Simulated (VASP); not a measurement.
Ti:

```xyz
1
Lattice="0.0000 2.0300 2.0300 2.0300 0.0000 2.0300 2.0300 2.0300 0.0000" Properties=species:S:1:pos:R:3 pbc="T T T"
Ti    0.0000    0.0000    0.0000
```

This isn't the form of Ti at room conditions, which is hcp.

- Program: VASP 6.6.1
- Task: relaxation of cell and atoms
- Functional: BLYP
- Dispersion: D4
- Potentials or basis: VASP PAW PBE potentials, release 64 (Ti_sv)
- Cutoff: 600 eV
- k mesh: 11 × 11 × 11
- Occupations: fermi-dirac, width 0.05 eV
- Spin: no spin polarisation

At the start: pressure 2.7 GPa; volume 16.73 Å³/atom.

Question: Where does the relaxation end?

Answer: Over 3 steps the energy falls by 3.5 meV/atom and the volume is 17.15 Å³/atom (+2.5 %); space group Fm-3m (No. 225, to 0.1 Å) before and after.

Step by step:
```csv
step,energy change (eV),largest force (eV/Å),pressure (GPa),volume (Å³)
1,0.0000,0.0000,2.75,16.73
2,-0.0019,0.0000,-1.75,17.44
3,-0.0035,0.0000,-0.01,17.15
```

Final structure:
```cif
data_structure
_symmetry_space_group_name_H-M 'P 1'
_symmetry_Int_Tables_number 1
_cell_length_a 2.8945
_cell_length_b 2.8945
_cell_length_c 2.8945
_cell_angle_alpha 60.000
_cell_angle_beta 60.000
_cell_angle_gamma 60.000
_cell_volume 17.15
loop_
_atom_site_label
_atom_site_type_symbol
_atom_site_fract_x
_atom_site_fract_y
_atom_site_fract_z
_atom_site_occupancy
Ti1 Ti 0.00000 0.00000 0.00000 1
```

Caveat: the PAW data sets were made with another functional, which shifts forces and pressure a little.
